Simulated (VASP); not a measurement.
# Ca (I4/mmm) in VASP: single point with r2SCAN

Aim: the single point of Ca with r2SCAN.

Program: VASP 6.6.1. These are calculated values, not measurements. Logs are shortened: lines on timing, memory, paths and dates and some standing lists are left out, and cuts for length are marked.

### Step 1. The cell of the first run

The structure is tetragonal, space group I4/mmm (No. 139). The conventional cell has a = 4.656 Å, b = 4.656 Å, c = 3.941 Å, α = 90.00°, β = 90.00°, γ = 90.00°. Within 5.0 Å of Ca (site symmetry 4/mmm) lie 14 Ca at 3.84 to 4.66 Å.

### Step 2. Single point, r2SCAN

The input, POSCAR:

```
Ca
1.0
   -2.3279624683      2.3279624683      1.9706114015
    2.3279624683     -2.3279624683      1.9706114015
    2.3279624683      2.3279624683     -1.9706114015
Ca
1
Direct
    0.5000000000      0.5000000000      0.0000000000
```

The input, INCAR.step1:

```
  ALGO = Normal
  EDIFF = 1E-4
  ENCUT = 520
  GGA = PE
  ISMEAR = 0
  LASPH = True
  LCHARG = False
  LREAL = False
  LWAVE = True
  NBANDS = 11
  NELM = 100
  PREC = Accurate
  SIGMA = 0.15
```

The input, INCAR.step2:

```
  ALGO = Normal
  EDIFF = 1E-7
  ENCUT = 520
  ISIF = 2
  ISMEAR = 0
  ISTART = 1
  LASPH = True
  LCHARG = False
  LMIXTAU = True
  LREAL = False
  LWAVE = False
  METAGGA = R2SCAN
  NBANDS = 11
  NELM = 100
  PREC = Accurate
  SIGMA = 0.15
```

The input, KPOINTS:

```
k-points
0
Gamma
  18 18 18
```

Potentials or basis: VASP PAW PBE potentials, release 64 (Ca_sv).

Run with:

```sh
$ cat potpaw_PBE.64/Ca_sv/POTCAR > POTCAR
$ cp INCAR.step1 INCAR
$ mpirun -np 1 vasp_std > vasp.out
$ cp INCAR.step2 INCAR
$ mpirun -np 1 vasp_std > vasp.out
```

OUTCAR:

```text
EDIFF = 1E-7
   ENCUT = 520
   ISIF = 2
   ISMEAR = 0
   ISTART = 1
   LASPH = True
   LREAL = False
   METAGGA = R2SCAN
   NELM = 100
   PREC = Accurate

 ion  position               nearest neighbor table
   1  0.500  0.500  0.000-

  LATTYP: Found a body centered tetragonal cell.
 ALAT       =     4.6559249366
 C/A-ratio  =     0.8464962079

  Lattice vectors:

 A1 = (  -2.3279624683,   2.3279624683,   1.9706114015)
 A2 = (   2.3279624683,  -2.3279624683,   1.9706114015)
 A3 = (   2.3279624683,   2.3279624683,  -1.9706114015)

Analysis of symmetry for initial positions (statically):
=====================================================================
 Subroutine PRICEL returns:
 Original cell was already a primitive cell.

 Routine SETGRP: Setting up the symmetry group for a
 body centered tetragonal supercell.

 Subroutine GETGRP returns: Found 16 space group operations
 (whereof 16 operations were pure point group operations)
 out of a pool of 16 trial point group operations.

The static configuration has the point symmetry D_4h.

Analysis of symmetry for dynamics (positions and initial velocities):
=====================================================================
 Subroutine PRICEL returns:
 Original cell was already a primitive cell.

 Routine SETGRP: Setting up the symmetry group for a
 body centered tetragonal supercell.

 Subroutine GETGRP returns: Found 16 space group operations
 (whereof 16 operations were pure point group operations)
 out of a pool of 16 trial point group operations.

The dynamic configuration has the point symmetry D_4h.

 Subroutine INISYM returns: Found 16 space group operations
 (whereof 16 operations are pure point group operations),
 and found     1 'primitive' translations

----------------------------------------------------------------------------------------

                                     Primitive cell

  volume of cell :      42.7182

  direct lattice vectors                    reciprocal lattice vectors
    -2.327962468  2.327962468  1.970611402     0.000000000  0.214780095  0.253728360
     2.327962468 -2.327962468  1.970611402     0.214780095  0.000000000  0.253728360
     2.327962468  2.327962468 -1.970611402     0.214780095  0.214780095  0.000000000

  length of vectors
     3.836942507  3.836942507  3.836942507     0.332428293  0.332428293  0.303744923

  position of ions in fractional coordinates (direct lattice)
     0.500000000  0.500000000  0.000000000

  ion indices of the primitive-cell ions
   primitive index   ion index
                 1           1

----------------------------------------------------------------------------------------

 KPOINTS: k-points

Automatic generation of k-mesh.
 Grid dimensions read from file:
 generate k-points for:   18   18   18

 Generating k-lattice:

  Cartesian coordinates                     Fractional coordinates (reciprocal lattice)
     0.000000000  0.011932227  0.014096020     0.055555556 -0.000000000  0.000000000
     0.011932227  0.000000000  0.014096020    -0.000000000  0.055555556  0.000000000
     0.011932227  0.011932227  0.000000000     0.000000000  0.000000000  0.055555556

  Length of vectors
     0.018468239  0.018468239  0.016874718

  Shift w.r.t. Gamma in fractional coordinates (k-lattice)
     0.000000000  0.000000000  0.000000000

 Subroutine IBZKPT returns following result:
 ===========================================

 Found    480 irreducible k-points:

 Following reciprocal coordinates:
            Coordinates               Weight
  0.000000  0.000000  0.000000      1.000000
  0.055556  0.000000  0.000000      8.000000
  0.111111  0.000000  0.000000      8.000000
  0.166667  0.000000  0.000000      8.000000
  0.222222 -0.000000  0.000000      8.000000
  0.277778  0.000000 -0.000000      8.000000
[... 16 lines left out ...]
 -0.277778  0.055556  0.000000     16.000000
 -0.222222  0.055556 -0.000000     16.000000
 [... further k-points ...]
   k-points           NKPTS =    480   k-points in BZ     NKDIM =    480   number of bands    NBANDS=     11
   number of dos      NEDOS =    301   number of ions     NIONS =      1
   total plane-waves  NPLWV =  27000
   dimension x,y,z NGX =    30 NGY =   30 NGZ =   30
   dimension x,y,z NGXF=    60 NGYF=   60 NGZF=   60
   ions per type =               1
   NGX,Y,Z   is equivalent  to a cutoff of  13.00, 13.00, 13.00 a.u.
   NGXF,Y,Z  is equivalent  to a cutoff of  26.00, 26.00, 26.00 a.u.
 SYSTEM =  unknown system
   PREC   = accura    normal or accurate (medium, high low for compatibility)
   ISTART =      1    job   : 0-new  1-cont  2-samecut
   ICHARG =      0    charge: 1-file 2-atom 10-const
   ISPIN  =      1    spin polarized calculation?
   LNONCOLLINEAR =      F non collinear calculations
   LSORBIT =      F    spin-orbit coupling
   LASPH  =      T    aspherical Exc in radial PAW
   ENCUT  =  520.0 eV  38.22 Ry    6.18 a.u.   7.13  7.13  7.13*2*pi/ulx,y,z
   NELM   =    100;   NELMIN=  2; NELMDL=  0     # of ELM steps
   EDIFF  = 0.1E-06   stopping-criterion for ELM
   LREAL  =      F    real-space projection
   EDIFFG = 0.1E-05   stopping-criterion for IOM
   NSW    =      0    number of steps for IOM
   IBRION =     -1    ionic relax: 0-MD 1-quasi-New 2-CG
   NFREE  =      0    steps in history (QN), initial steepest desc. (CG)
   ISIF   =      2    stress and relaxation
   ISYM   =      2    0-nonsym 1-usesym 2-fastsym
   POTIM  = 0.5000    time-step for ionic-motion
   TEBEG  =    0.0;   TEEND  =   0.0 temperature during run
   PSTRESS=    0.0 pullay stress
   NELECT =      10.0000    total number of electrons
   NUPDOWN=      -1.0000    fix difference up-down
   EMIN   =  10.00;   EMAX   =-10.00  energy-range for DOS
   EFERMI =   0.00;   METHOD = LEGACY
   ISMEAR =     0;   SIGMA  =   0.15  broadening in eV -4-tet -1-fermi 0-gaus
   EFERMI_NEDOS =   21; number of points for ismear=-14 and -15
   IALGO  =     38    algorithm
   IMIX   =      4    mixing-type and parameters
     AMIX     =   0.40;   BMIX     =  1.00
     AMIX_MAG =   1.60;   BMIX_MAG =  1.00
  volume/ion in A,a.u.               =      42.72       288.28
  Fermi-wavevector in a.u.,A,eV,Ry     =   1.008952  1.906643 13.850516  1.017984
  Thomas-Fermi vector in A             =   2.141851
   LORBIT       =      0    0 simple, 1 ext, 2 COOP (PROOUT), +10 PAW based schemes
   METAGGA = R2SCAN    functional components
   LHFCALC =     F    Hartree Fock is set to
   AEXX    =    0.0000 exact exchange contribution
   IVDW    =     0    specifies the selected vdW correction
   LEPSILON=     F    determine dielectric tensor
   LRPA    =     F    only Hartree local field effects (RPA)
 non-spin polarized calculation
 Gauss-broadening in eV      SIGMA  =   0.15
  energy-cutoff  :      520.00
  volume of cell :       42.72
 maximum number of plane-waves:      1176
 NGX is ok and might be reduce to    30
   NGX = 15   NGY = 15   NGZ = 15

 number of electron      10.0000003 magnetization

 Free energy of the ion-electron system (eV)
  ---------------------------------------------------
  ext. energy  EPLUGINS =         0.00000000
  ---------------------------------------------------
  free energy    TOTEN  =        -7.00896570 eV

  energy without entropy =       -6.99738703  energy(sigma->0) =       -7.00317636

 E-fermi :   1.9989     XC(G=0):  -8.1761

 val. band max:        1.9949273179   @ k =  -0.4444   0.4444   0.1667
 cond. band min:       2.0055857950   @ k =   0.3333   0.2222   0.1111
 fundamental gap:      0.0106584771
 Fermi energy:         1.9989143282

 k-point     1 :       0.0000    0.0000    0.0000
  band No.  band energies     occupation
      1     -41.8628      2.00000
      2     -21.9035      2.00000
      3     -21.8849      2.00000
      4     -21.8848      2.00000
      5      -2.3110      2.00000
      6       4.1339      0.00000
      7       5.0189      0.00000
      8       5.0189      0.00000
      9       5.0969      0.00000
     10       6.1351      0.00000
     11      11.9417      0.00000

 k-point     2 :       0.0556    0.0000    0.0000
  band No.  band energies     occupation
      1     -41.8623      2.00000
      2     -21.9069      2.00000
      3     -21.8865      2.00000
      4     -21.8863      2.00000
      5      -2.2478      2.00000
      6       4.1438      0.00000
      7       4.9712      0.00000
      8       4.9986      0.00000
      9       5.1164      0.00000
     10       6.0943      0.00000
     11      11.9761      0.00000

 k-point     3 :       0.1111    0.0000    0.0000
  band No.  band energies     occupation
      1     -41.8608      2.00000
      2     -21.9181      2.00000
      3     -21.8904      2.00000
      4     -21.8897      2.00000
      5      -2.0604      2.00000
      6       4.1467      0.00000
      7       4.7987      0.00000
      8       4.9761      0.00000
      9       5.2017      0.00000
     10       5.9976      0.00000
     11      12.0221      0.00000

 k-point     4 :       0.1667    0.0000    0.0000
  band No.  band energies     occupation
      1     -41.8586      2.00000
      2     -21.9370      2.00000
      3     -21.8967      2.00000
      4     -21.8930      2.00000
      5      -1.7546      2.00000
      6       4.0804      0.00000
      7       4.5117      0.00000
      8       5.0424      0.00000
      9       5.3460      0.00000
     10       5.8929      0.00000
     11      11.9013      0.00000
[... 239 lines left out ...]
 k-point    22 :      -0.3333    0.0556    0.0000
  band No.  band energies     occupation
      1     -41.8517      2.00000
      2     -21.9948      2.00000
      3     -21.9183      2.00000
      4     -21.9007      2.00000
      5      -0.5643      2.00000
      6       3.5045      0.00000
      7       3.6673      0.00000
      8       5.6719      0.00000
      9       5.7850      0.00000
     10       5.8804      0.00000
     11       9.7450      0.00000

 k-point    23 :      -0.2778    0.0556    0.0000
  band No.  band energies     occupation
      1     -41.8545      2.00000
      2     -21.9700      2.00000
      3     -21.9106      2.00000
      4     -21.8975      2.00000
      5      -1.1024      2.00000
      6       3.7678      0.00000
      7       3.9934      0.00000
      8       5.3836      0.00000
      9       5.6067      0.00000
     10       5.8496      0.00000
     11      10.6149      0.00000

 k-point    24 :      -0.2222    0.0556   -0.0000
  band No.  band energies     occupation
      1     -41.8573      2.00000
      2     -21.9454      2.00000
      3     -21.9034      2.00000
      4     -21.8937      2.00000
      5      -1.5559      2.00000
      6       3.9450      0.00000
      7       4.3677      0.00000
      8       5.1551      0.00000
      9       5.3927      0.00000
     10       5.9159      0.00000
     11      11.2883      0.00000

 [... further k-points ...]
[... 5 lines left out ...]
  --------------------------------------------------------------------------------------
  -------------------------------------------------------------------------------------
  Total       -0.0842033     -0.0842033      0.3416532      0.0000000     -0.0000000      0.0000000
  in kB       -3.1581068     -3.1581068     12.8139553      0.0000000     -0.0000000      0.0000000
  external PRESSURE =       2.1659139 kB  Pullay stress =       0.0000000 kB

 VOLUME and BASIS-vectors are now :
 -----------------------------------------------------------------------------
  energy-cutoff  :      520.00
  volume of cell :       42.72
      direct lattice vectors                 reciprocal lattice vectors
    -2.327962468  2.327962468  1.970611402     0.000000000  0.214780095  0.253728360
     2.327962468 -2.327962468  1.970611402     0.214780095  0.000000000  0.253728360
     2.327962468  2.327962468 -1.970611402     0.214780095  0.214780095  0.000000000

 POSITION                                       TOTAL-FORCE (eV/Angst)
 -----------------------------------------------------------------------------------
      0.00000      0.00000      1.97061        -0.000000      0.000000      0.000000
 -----------------------------------------------------------------------------------
    total drift:                                0.000000     -0.000000      0.000000

  FREE ENERGIE OF THE ION-ELECTRON SYSTEM (eV)
  ---------------------------------------------------
  free  energy   TOTEN  =        -7.0089657013 eV

  energy  without entropy=       -6.9973870261  energy(sigma->0) =       -7.00317636
```

It took 19 min on 1 thread of AMD EPYC 7R43 (Zen 3), shared host; peak memory 0.31 GiB.

What came out:

| Property | Result |
| --- | --- |
| Free energy | -7.0090 eV |
| Pressure | 0.2 GPa |
| Band gap on the k mesh | zero (band 5 reaches 2.31 eV, above the bottom of band 6 at 1.49 eV) |

Caveat: the PAW data sets were made with another functional, which shifts forces and pressure a little.
